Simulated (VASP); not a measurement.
Tl: single point with PBE

The system is Tl.

```
Tl
1.0
    -1.94287    1.94287    1.94287
     1.94287   -1.94287    1.94287
     1.94287    1.94287   -1.94287
Tl
1
Direct
  0.00000 0.00000 0.00000
```

This cell differs from its parent crystal: volume scaled by 0.98.

```yaml
Program: VASP 6.6.1
Task: single point
Functional: PBE
Potentials_or_basis: VASP PAW PBE potentials, release 64 (Tl_d)
Cutoff: 520 eV
k_mesh: 13 × 13 × 13
Occupations: fermi-dirac, width 0.03 eV
Spin: no spin polarisation
Dipole_correction: no
Further_INCAR_settings: ALGO = Normal; EDIFF = 1e-07; NBANDS = 12
```

```
Pressure : 2.1 GPa
```

Levels at points of the mesh, in eV from the Fermi level:
```
           k point  band 4  band 5  band 6  band 7  band 8  band 9
(0.00, 0.00, 0.00)  -11.21  -11.21   -9.84   10.60   10.60   10.60
```

Run time: 24 s on 1 thread of Intel(R) Xeon(R) Platinum 8488C (Sapphire Rapids), on a shared host, peak memory 0.17 GiB.

Caveat: spin-orbit coupling is left out, which moves the levels of the heavy elements.
